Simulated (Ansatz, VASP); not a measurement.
## Rh in VASP and in Ansatz

```
CELL_PARAMETERS angstrom
0.00000 1.99663 1.80647
1.99663 0.00000 1.80647
1.99663 1.99663 0.00000
ATOMIC_POSITIONS crystal
Rh 0.00000 0.00000 0.00000
```

Change from the starting cell: strain +0.050 along x and y, -0.050 along z, atoms carried along.

Alike in both runs: task single point; functional PBEsol; k mesh 22 × 22 × 22; occupations gaussian, width 0.15 eV; no spin polarisation.

```csv
,VASP,Ansatz
version,VASP 6.6.1,Ansatz 0.2.0
potentials or method,"VASP PAW PBE potentials, release 64 (Rh_pv), cutoff 520 eV","scalar-relativistic, plane waves, PAW"
valence electrons in the cell,15,17
```

Ansatz gave:

```
gap on the k mesh at the Fermi level (eV)                     : none
pressure (GPa)                                                : -14.8
traceless stress, the component that is largest in VASP (GPa) : 12.54
```

Problem. What did VASP give for the same quantities?

Solution. gap on the k mesh at the Fermi level (eV): none; pressure (GPa): -14.9; traceless stress, the component that is largest in VASP (GPa): 12.50.

VASP's potentials were made for PBE, not for PBEsol. A gap of «none» marks a metal or a gap that the smearing closes. VASP's potentials hold 15 valence electrons a cell and Ansatz's 17, so a difference there can come from the potentials and not from the codes.
